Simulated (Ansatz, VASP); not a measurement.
# Al3GaIr in VASP and in Ansatz

```
Al Ga Ir
1.0
     4.32867    0.00000    0.00000
    -2.16434    3.74874    0.00000
     0.00000    0.00000    5.14599
Al Ga Ir
3 1 1
Direct
  0.00000 0.00000 0.90446
  0.33333 0.66667 0.38644
  0.66667 0.33333 0.65910
  0.66667 0.33333 0.17137
  0.33333 0.66667 0.87863
```

Change from the starting cell: species swapped into the Mg3BiSb type (P3m1, No. 156).

Alike in both runs: functional PBE; k mesh 12 × 12 × 8; occupations gaussian, width 0.1 eV; no spin polarisation.

Ansatz relaxed the structure, and its values are those at the end. VASP's run is a single point on that final structure, the one shown.

|  | VASP | Ansatz |
| --- | --- | --- |
| version | VASP 6.6.1 | Ansatz 0.2.0 |
| potentials or method | VASP PAW PBE potentials, release 64 (Al, Ga_d, Ir), cutoff 520 eV | scalar-relativistic, plane waves, PAW |
| valence electrons in the cell | 31 | 39 |

```csv
,VASP,Ansatz,Ansatz less VASP
gap on the k mesh at the Fermi level (eV),none,none,-
pressure (GPa),0.0,0.0,0.00
rms of the force components (eV/Å),0.003,0.000,-0.0027
```

A gap of «none» marks a metal or a gap that the smearing closes. VASP's potentials hold 31 valence electrons a cell and Ansatz's 39, so a difference there can come from the potentials and not from the codes.

Spin-orbit coupling is off throughout.
